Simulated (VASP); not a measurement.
Input of a VASP 6.6.1 run:

INCAR

```
SYSTEM = K
PREC = Accurate
ENCUT = 520
EDIFF = 1E-6
ISMEAR = 0
SIGMA = 0.15
LREAL = .False.
LASPH = .True.
NELM = 60
ALGO = Fast
ISIF = 2
LWAVE = .False.
LCHARG = .True.
GGA = PS
LELF = .True.
LVHAR = .True.
NBANDS = 10
```

The input KPOINTS:

```
Automatic mesh
0
Gamma
  14 14 14
  0 0 0
```

File POSCAR:

```
K
1.0
   -2.6114550000      2.6114550000      2.6180000000
    2.6114550000     -2.6114550000      2.6180000000
    2.6245450000      2.6245450000     -2.6180000000
K
1
Direct
    0.0000000000      0.0000000000      0.0000000000
```

Potentials or basis: VASP PAW PBE potentials, release 64 (K_sv).

Launch:

```console
$ cat potpaw_PBE.64/K_sv/POTCAR > POTCAR
$ mpirun -np 1 vasp_std > vasp.out
```

Problem. Predict the band gap on the k mesh.

Solution. Zero (an odd number of electrons rules out a gap without spin polarisation).

Problem. What does it give for the pressure?

Solution. -0.1 GPa.

Caveat: the cell differs from its parent crystal (strain +0.0050 x Voigt [0, 0, 0, 0, 0, 1]); the PAW data sets were made with another functional, which shifts forces and pressure a little.
